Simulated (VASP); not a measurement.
# S (P3_121) in VASP: further runs

The runs below take S through single point, relaxation of cell and atoms, with PBE.

All numbers are computed with VASP 6.6.1; they aren't measurements. Logs are shortened: lines on timing, memory, paths and dates and some standing lists are left out, and cuts for length are marked.

## 1. The cell of the first run

It takes space group P3_121 (No. 152, trigonal). Conventional cell: a = 5.182 Å, b = 5.182 Å, c = 4.419 Å, α = 90.00°, β = 90.00°, γ = 120.00°. S (site symmetry 2) has 2 S at 2.08 Å within 2.8 Å.

## 2. Single point, PBE

Contents of INCAR:

```
PREC = Accurate
ENCUT = 520
EDIFF = 1E-6
ISMEAR = 0
SIGMA = 0.02
LREAL = False
LASPH = True
NELM = 100
ALGO = Normal
ISIF = 2
LWAVE = False
LCHARG = False
GGA = PE
NBANDS = 16
```

Contents of KPOINTS:

```
regular mesh
0
Gamma
  6 6 6
```

Contents of POSCAR:

```
S
1.0
    5.1821479600      0.0000000000      0.0000000000
   -2.5910739800      4.4878717795      0.0000000000
    0.0000000000      0.0000000000      4.4191250286
S
3
Direct
    0.1632916787      0.0000000000      0.3333333333
    0.0000000000      0.1632916787      0.6666666667
    0.8367083213      0.8367083213      0.0000000000
```

Potentials or basis: VASP PAW PBE potentials, release 64 (S).

Started as:

```
$ cat potpaw_PBE.64/S/POTCAR > POTCAR
$ mpirun -np 1 vasp_std > vasp.out
```

OUTCAR:

```text
PREC = Accurate
   ENCUT = 520
   EDIFF = 1E-6
   ISMEAR = 0
   LREAL = False
   LASPH = True
   NELM = 100
   ISIF = 2
   GGA = PE

 ion  position               nearest neighbor table
   1  0.163  0.000  0.333-   3 2.08   2 2.08
   2  0.000  0.163  0.667-   3 2.08   1 2.08
   3  0.837  0.837  0.000-   2 2.08   1 2.08

  LATTYP: Found a hexagonal cell.
 ALAT       =     5.1821479600
 C/A-ratio  =     0.8527593312

  Lattice vectors:

 A1 = (   5.1821479600,   0.0000000000,   0.0000000000)
 A2 = (  -2.5910739800,   4.4878717795,   0.0000000000)
 A3 = (   0.0000000000,   0.0000000000,   4.4191250286)

Analysis of symmetry for initial positions (statically):
=====================================================================
 Subroutine PRICEL returns:
 Original cell was already a primitive cell.

 Routine SETGRP: Setting up the symmetry group for a
 hexagonal supercell.

 Subroutine GETGRP returns: Found  6 space group operations
 (whereof  2 operations were pure point group operations)
 out of a pool of 24 trial point group operations.

The static configuration has the point symmetry C_2 .
 The point group associated with its full space group is D_3 .

Analysis of symmetry for dynamics (positions and initial velocities):
=====================================================================
 Subroutine PRICEL returns:
 Original cell was already a primitive cell.

 Routine SETGRP: Setting up the symmetry group for a
 hexagonal supercell.

 Subroutine GETGRP returns: Found  6 space group operations
 (whereof  2 operations were pure point group operations)
 out of a pool of 24 trial point group operations.

The dynamic configuration has the point symmetry C_2 .
 The point group associated with its full space group is D_3 .

 Subroutine INISYM returns: Found  6 space group operations
 (whereof  2 operations are pure point group operations),
 and found     1 'primitive' translations

----------------------------------------------------------------------------------------

                                     Primitive cell

  volume of cell :     102.7748

  direct lattice vectors                    reciprocal lattice vectors
     5.182147960  0.000000000  0.000000000     0.192970175  0.111411383  0.000000000
    -2.591073980  4.487871779  0.000000000     0.000000000  0.222822765  0.000000000
     0.000000000  0.000000000  4.419125029     0.000000000  0.000000000  0.226289139

  length of vectors
     5.182147960  5.182147960  4.419125029     0.222822765  0.222822765  0.226289139

  position of ions in fractional coordinates (direct lattice)
     0.163291679  0.000000000  0.333333333
     0.000000000  0.163291679  0.666666667
     0.836708321  0.836708321  0.000000000

  ion indices of the primitive-cell ions
   primitive index   ion index
                 1           1
                 2           2
                 3           3

----------------------------------------------------------------------------------------

 KPOINTS: regular mesh

Automatic generation of k-mesh.
 Grid dimensions read from file:
 generate k-points for:    6    6    6

 Generating k-lattice:

  Cartesian coordinates                     Fractional coordinates (reciprocal lattice)
     0.032161696  0.018568564  0.000000000     0.166666667  0.000000000  0.000000000
     0.000000000  0.037137128  0.000000000     0.000000000  0.166666667  0.000000000
     0.000000000  0.000000000  0.037714857     0.000000000  0.000000000  0.166666667

  Length of vectors
     0.037137128  0.037137128  0.037714857

  Shift w.r.t. Gamma in fractional coordinates (k-lattice)
     0.000000000  0.000000000  0.000000000

 Subroutine IBZKPT returns following result:
 ===========================================

 Found     34 irreducible k-points:

 Following reciprocal coordinates:
            Coordinates               Weight
  0.000000  0.000000  0.000000      1.000000
  0.166667 -0.000000  0.000000      6.000000
  0.333333 -0.000000  0.000000      6.000000
  0.500000  0.000000  0.000000      3.000000
  0.166667  0.166667  0.000000      6.000000
  0.333333  0.166667  0.000000     12.000000
[... 16 lines left out ...]
  0.500000  0.000000  0.333333      6.000000
  0.166667  0.166667  0.333333     12.000000
 [... further k-points ...]
   k-points           NKPTS =     34   k-points in BZ     NKDIM =     34   number of bands    NBANDS=     16
   number of dos      NEDOS =    301   number of ions     NIONS =      3
   total plane-waves  NPLWV =  57600
   dimension x,y,z NGX =    40 NGY =   40 NGZ =   36
   dimension x,y,z NGXF=    80 NGYF=   80 NGZF=   72
   ions per type =               3
   NGX,Y,Z   is equivalent  to a cutoff of  12.83, 12.83, 13.54 a.u.
   NGXF,Y,Z  is equivalent  to a cutoff of  25.66, 25.66, 27.09 a.u.
 SYSTEM =  unknown system
   PREC   = accura    normal or accurate (medium, high low for compatibility)
   ISTART =      0    job   : 0-new  1-cont  2-samecut
   ICHARG =      2    charge: 1-file 2-atom 10-const
   ISPIN  =      1    spin polarized calculation?
   LNONCOLLINEAR =      F non collinear calculations
   LSORBIT =      F    spin-orbit coupling
   LASPH  =      T    aspherical Exc in radial PAW
   ENCUT  =  520.0 eV  38.22 Ry    6.18 a.u.   9.64  9.64  8.22*2*pi/ulx,y,z
   NELM   =    100;   NELMIN=  2; NELMDL= -5     # of ELM steps
   EDIFF  = 0.1E-05   stopping-criterion for ELM
   LREAL  =      F    real-space projection
[... 7 lines left out ...]
   TEBEG  =    0.0;   TEEND  =   0.0 temperature during run
   PSTRESS=    0.0 pullay stress
   NELECT =      18.0000    total number of electrons
   NUPDOWN=      -1.0000    fix difference up-down
   EMIN   =  10.00;   EMAX   =-10.00  energy-range for DOS
   EFERMI =   0.00;   METHOD = LEGACY
   ISMEAR =     0;   SIGMA  =   0.02  broadening in eV -4-tet -1-fermi 0-gaus
   EFERMI_NEDOS =   21; number of points for ismear=-14 and -15
   IALGO  =     38    algorithm
   IMIX   =      4    mixing-type and parameters
     AMIX     =   0.40;   BMIX     =  1.00
     AMIX_MAG =   1.60;   BMIX_MAG =  1.00
  volume/ion in A,a.u.               =      34.26       231.19
  Fermi-wavevector in a.u.,A,eV,Ry     =   0.915947  1.730888 11.414719  0.838958
  Thomas-Fermi vector in A             =   2.040746
   LORBIT       =      0    0 simple, 1 ext, 2 COOP (PROOUT), +10 PAW based schemes
   GGA     = PE    functional components
   LHFCALC =     F    Hartree Fock is set to
   AEXX    =    0.0000 exact exchange contribution
   IVDW    =     0    specifies the selected vdW correction
   LEPSILON=     F    determine dielectric tensor
   LRPA    =     F    only Hartree local field effects (RPA)
 non-spin polarized calculation
 Gauss-broadening in eV      SIGMA  =   0.02
  energy-cutoff  :      520.00
  volume of cell :      102.77
 maximum number of plane-waves:      2801
 NGX is ok and might be reduce to    40
   NGX = 19   NGY = 19   NGZ = 17

 number of electron      17.9999998 magnetization

 Free energy of the ion-electron system (eV)
  ---------------------------------------------------
  ext. energy  EPLUGINS =         0.00000000
  ---------------------------------------------------
  free energy    TOTEN  =       -12.28874808 eV

  energy without entropy =      -12.28874808  energy(sigma->0) =      -12.28874808

 E-fermi :  -0.1064     XC(G=0):  -6.8731

 val. band max:       -0.1966980402   @ k =   0.5000   0.0000   0.5000
 cond. band min:       2.3401806300   @ k =   0.3333   0.3333   0.5000
 fundamental gap:      2.5368786702
 Fermi energy:        -0.1064330557

 k-point     1 :       0.0000    0.0000    0.0000
  band No.  band energies     occupation
      1     -16.0942      2.00000
      2     -11.1617      2.00000
      3     -11.1617      2.00000
      4      -4.5911      2.00000
      5      -4.5911      2.00000
      6      -3.1026      2.00000
[... 8 lines left out ...]
     15       7.6441      0.00000
     16       8.4665      0.00000

 k-point     2 :       0.1667   -0.0000    0.0000
  band No.  band energies     occupation
      1     -16.0845      2.00000
      2     -11.1815      2.00000
      3     -11.1639      2.00000
      4      -4.6792      2.00000
      5      -4.6214      2.00000
      6      -2.9985      2.00000
[... 8 lines left out ...]
     15       7.8907      0.00000
     16       8.4363      0.00000

 k-point     3 :       0.3333   -0.0000    0.0000
  band No.  band energies     occupation
      1     -16.0650      2.00000
      2     -11.2214      2.00000
      3     -11.1682      2.00000
      4      -4.8229      2.00000
      5      -4.6769      2.00000
      6      -2.8176      2.00000
[... 8 lines left out ...]
     15       7.8824      0.00000
     16       8.5785      0.00000

 k-point     4 :       0.5000    0.0000    0.0000
  band No.  band energies     occupation
      1     -16.0551      2.00000
      2     -11.2415      2.00000
      3     -11.1703      2.00000
      4      -4.8835      2.00000
      5      -4.7025      2.00000
      6      -2.7409      2.00000
[... 8 lines left out ...]
     15       7.5241      0.00000
     16       8.4170      0.00000

 k-point     5 :       0.1667    0.1667    0.0000
  band No.  band energies     occupation
      1     -16.0699      2.00000
      2     -11.2069      2.00000
      3     -11.1716      2.00000
      4      -4.7779      2.00000
      5      -4.6789      2.00000
      6      -2.8445      2.00000
[... 8 lines left out ...]
     15       7.9647      0.00000
     16       8.5296      0.00000

 k-point     6 :       0.3333    0.1667    0.0000
  band No.  band energies     occupation
      1     -16.0551      2.00000
      2     -11.2295      2.00000
      3     -11.1825      2.00000
      4      -4.8562      2.00000
      5      -4.7386      2.00000
      6      -2.6772      2.00000
[... 8 lines left out ...]
     15       7.5472      0.00000
     16       8.7023      0.00000

 k-point     7 :       0.3333    0.3333    0.0000
  band No.  band energies     occupation
      1     -16.0501      2.00000
      2     -11.2117      2.00000
      3     -11.2117      2.00000
      4      -4.8221      2.00000
      5      -4.8221      2.00000
      6      -2.5182      2.00000
[... 8 lines left out ...]
     15       7.2624      0.00000
     16       9.1663      0.00000

 k-point     8 :       0.0000    0.0000    0.1667
  band No.  band energies     occupation
      1     -15.9328      2.00000
      2     -12.4473      2.00000
      3      -9.9279      2.00000
      4      -4.8685      2.00000
      5      -4.6175      2.00000
      6      -3.2058      2.00000
[... 8 lines left out ...]
     15       8.1790      0.00000
     16       8.5444      0.00000

 k-point     9 :       0.1667   -0.0000    0.1667
  band No.  band energies     occupation
      1     -15.9234      2.00000
      2     -12.4487      2.00000
      3      -9.9523      2.00000
      4      -4.9042      2.00000
      5      -4.6902      2.00000
      6      -3.1263      2.00000
[... 8 lines left out ...]
     15       8.1772      0.00000
     16       8.5926      0.00000
[... 172 lines left out ...]
 k-point    19 :       0.1667   -0.0000    0.3333
  band No.  band energies     occupation
      1     -15.4465      2.00000
      2     -13.6521      2.00000
      3      -8.9234      2.00000
      4      -5.5941      2.00000
      5      -4.5363      2.00000
      6      -3.5483      2.00000
[... 8 lines left out ...]
     15       7.7747      0.00000
     16       8.4749      0.00000

 k-point    20 :       0.0000    0.1667    0.3333
  band No.  band energies     occupation
      1     -15.4465      2.00000
      2     -13.6522      2.00000
      3      -8.9232      2.00000
      4      -5.5943      2.00000
      5      -4.5373      2.00000
      6      -3.5509      2.00000
[... 8 lines left out ...]
     15       7.8681      0.00000
     16       8.2346      0.00000

 k-point    21 :       0.3333   -0.0000    0.3333
  band No.  band energies     occupation
      1     -15.4289      2.00000
      2     -13.6438      2.00000
      3      -8.9989      2.00000
      4      -5.6444      2.00000
      5      -4.6706      2.00000
      6      -3.5569      2.00000
[... 8 lines left out ...]
     15       7.7871      0.00000
     16       8.8790      0.00000

 k-point    22 :       0.0000    0.3333    0.3333
  band No.  band energies     occupation
      1     -15.4289      2.00000
      2     -13.6439      2.00000
      3      -8.9980      2.00000
      4      -5.6450      2.00000
      5      -4.6730      2.00000
      6      -3.5630      2.00000
[... 8 lines left out ...]
     15       7.7248      0.00000
     16       8.4614      0.00000

 k-point    23 :       0.5000    0.0000    0.3333
  band No.  band energies     occupation
      1     -15.4200      2.00000
      2     -13.6397      2.00000
      3      -9.0355      2.00000
      4      -5.6695      2.00000
      5      -4.7320      2.00000
      6      -3.5720      2.00000
[... 8 lines left out ...]
     15       7.9555      0.00000
     16       8.5922      0.00000

 k-point    24 :       0.1667    0.1667    0.3333
  band No.  band energies     occupation
      1     -15.4333      2.00000
      2     -13.6459      2.00000
      3      -8.9797      2.00000
      4      -5.6319      2.00000
      5      -4.6421      2.00000
      6      -3.5553      2.00000
[... 8 lines left out ...]
     15       7.7063      0.00000
     16       8.5957      0.00000

 [... further k-points ...]
[... 5 lines left out ...]
  --------------------------------------------------------------------------------------
  -------------------------------------------------------------------------------------
  Total       -0.1679362     -0.1679362     -0.3463375      0.0000000     -0.0000000      0.0000000
  in kB       -2.6179927     -2.6179927     -5.3991277      0.0000000     -0.0000000      0.0000000
  external PRESSURE =      -3.5450377 kB  Pullay stress =       0.0000000 kB

 VOLUME and BASIS-vectors are now :
 -----------------------------------------------------------------------------
  energy-cutoff  :      520.00
  volume of cell :      102.77
      direct lattice vectors                 reciprocal lattice vectors
     5.182147960  0.000000000  0.000000000     0.192970175  0.111411383  0.000000000
    -2.591073980  4.487871779  0.000000000     0.000000000  0.222822765  0.000000000
     0.000000000  0.000000000  4.419125029     0.000000000  0.000000000  0.226289139

 POSITION                                       TOTAL-FORCE (eV/Angst)
 -----------------------------------------------------------------------------------
      0.84620      0.00000      1.47304        -0.122367      0.000000     -0.000000
     -0.42310      0.73283      2.94608         0.061184     -0.105973      0.000000
      2.16797      3.75504      0.00000         0.061184      0.105973      0.000000
 -----------------------------------------------------------------------------------
    total drift:                                0.000000     -0.000000      0.000000

  FREE ENERGIE OF THE ION-ELECTRON SYSTEM (eV)
  ---------------------------------------------------
  free  energy   TOTEN  =       -12.2887480764 eV

  energy  without entropy=      -12.2887480764  energy(sigma->0) =      -12.28874808
```

It took 28 s on 1 thread of AMD EPYC 9R45 (Zen 5), shared host; peak memory 0.2 GiB.

Results:

| Property | Result |
| --- | --- |
| Free energy | -12.2887 eV |
| Pressure | -0.4 GPa |
| Largest force | 0.122 eV/Å |
| Band gap on the k mesh | 2.54 eV (least direct gap 2.59 eV) |

Forces on the atoms (eV/Å):
```
S   -0.122  0.000  0.000
S    0.061 -0.106  0.000
S    0.061  0.106  0.000
```

Levels at points of the mesh, in eV from the valence-band top:
```
           k point  band 7  band 8  band 9  band 10  band 11  band 12
(0.00, 0.00, 0.00)   -2.14   -2.14   -0.13     3.75     3.75     3.99
(0.50, 0.00, 0.00)   -2.12   -2.08   -0.26     3.60     3.96     4.55
(0.00, 0.00, 0.50)   -0.64   -0.64   -0.42     2.54     2.90     2.90
(0.50, 0.00, 0.50)   -0.52   -0.45    0.00     2.59     3.34     3.92
```

Caveat: this functional lacks dispersion, which binds layers or chains, so the pressure and a relaxed spacing across them are unreliable. A k mesh can miss the band edges.

## 3. Relaxation of cell and atoms, PBE

Contents of INCAR:

```
PREC = Accurate
ENCUT = 600
EDIFF = 1E-7
ISMEAR = 0
SIGMA = 0.02
LREAL = F
LASPH = T
NELM = 100
ALGO = Normal
ISIF = 3
LWAVE = F
LCHARG = F
GGA = PE
IBRION = 2
NSW = 100
EDIFFG = -0.01
```

Contents of KPOINTS:

```
Automatic mesh
0
Gamma
  6 6 6
```

POSCAR is that of step 2.

Potentials or basis: VASP PAW PBE potentials, release 64 (S).

Started as:

```
$ cat potpaw_PBE.64/S/POTCAR > POTCAR
$ mpirun -np 1 vasp_std > vasp.out
```

Run time: 58 s. Hardware: 1 thread of AMD EPYC 9R45 (Zen 5), shared host; peak memory 0.22 GiB.

Results (log left out):

* Free energy: -12.2908 eV
* Relaxed volume: 34.11 Å³/atom
* Relaxed cell: a = 5.177 Å, b = 5.177 Å, c = 4.409 Å, α = 90.00°, β = 90.00°, γ = 120.00°
* Space group after relaxing (to 0.1 Å): P3_121 (No. 152)
* Energy gained by relaxing: 0.3 meV/atom
* Ionic steps: 3
* Pressure after relaxing: 0.0 GPa
* Band gap on the k mesh: 2.55 eV (least direct gap 2.61 eV)

Forces on the atoms (eV/Å):
```
S    0.003  0.000  0.000
S   -0.001  0.002  0.000
S   -0.001 -0.002  0.000
```

The path:
```csv
step,energy change (eV),largest force (eV/Å),pressure (GPa),volume (Å³)
1,0.0000,0.1241,-0.33,102.77
2,0.0008,0.1767,0.47,101.72
3,-0.0010,0.0026,0.00,102.32
```

Final structure:
```cif
data_structure
_symmetry_space_group_name_H-M 'P 1'
_symmetry_Int_Tables_number 1
_cell_length_a 5.1766
_cell_length_b 5.1766
_cell_length_c 4.4089
_cell_angle_alpha 90.000
_cell_angle_beta 90.000
_cell_angle_gamma 120.000
_cell_volume 102.32
loop_
_atom_site_label
_atom_site_type_symbol
_atom_site_fract_x
_atom_site_fract_y
_atom_site_fract_z
_atom_site_occupancy
S1 S 0.16280 0.00000 0.33333 1
S2 S 0.00000 0.16280 0.66667 1
S3 S 0.83720 0.83720 0.00000 1
```

Levels at points of the mesh, in eV from the valence-band top:
```tsv
k point	band 5	band 6	band 7	band 8	band 9	band 10	band 11	band 12	band 13
(0.00, 0.00, 0.00)	-4.43	-2.92	-2.16	-2.16	-0.14	3.78	3.78	4.02	5.71
(0.50, 0.00, 0.00)	-4.54	-2.56	-2.14	-2.10	-0.27	3.63	3.99	4.59	7.16
(0.00, 0.00, 0.50)	-3.89	-3.89	-0.64	-0.64	-0.44	2.55	2.92	2.92	7.44
(0.50, 0.00, 0.50)	-4.11	-4.06	-0.53	-0.46	0.00	2.61	3.36	3.95	6.92
```

Caveat: this functional lacks dispersion, which binds layers or chains, so the pressure and a relaxed spacing across them are unreliable.
